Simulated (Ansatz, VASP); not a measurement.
Ba in VASP and in Ansatz

```
CELL_PARAMETERS angstrom
4.11335 -0.82267 -0.82267
-0.82267 4.11335 -0.82267
-0.82267 -0.82267 4.11335
ATOMIC_POSITIONS crystal
Ba 0.00000 0.00000 0.00000
```

Alike in both runs: task single point; functional LDA; k mesh 14 × 14 × 14; occupations gaussian, width 0.15 eV; no spin polarisation.

```csv
,VASP,Ansatz
version,VASP 6.6.1,Ansatz 0.2.0
potentials or method,"VASP PAW LDA potentials, release 64 (Ba_sv), cutoff 520 eV","scalar-relativistic, plane waves, PAW"
valence electrons in the cell,10,10
```

```tsv
	VASP	Ansatz	Ansatz less VASP
gap on the k mesh at the Fermi level (eV)	none	none	-
pressure (GPa)	-0.9	-1.0	-0.05
```

LDA's correlation is that of Perdew and Zunger in VASP and of Perdew and Wang (1992) in Ansatz. A gap of «none» marks a metal or a gap that the smearing closes.

Spin-orbit coupling is off throughout.
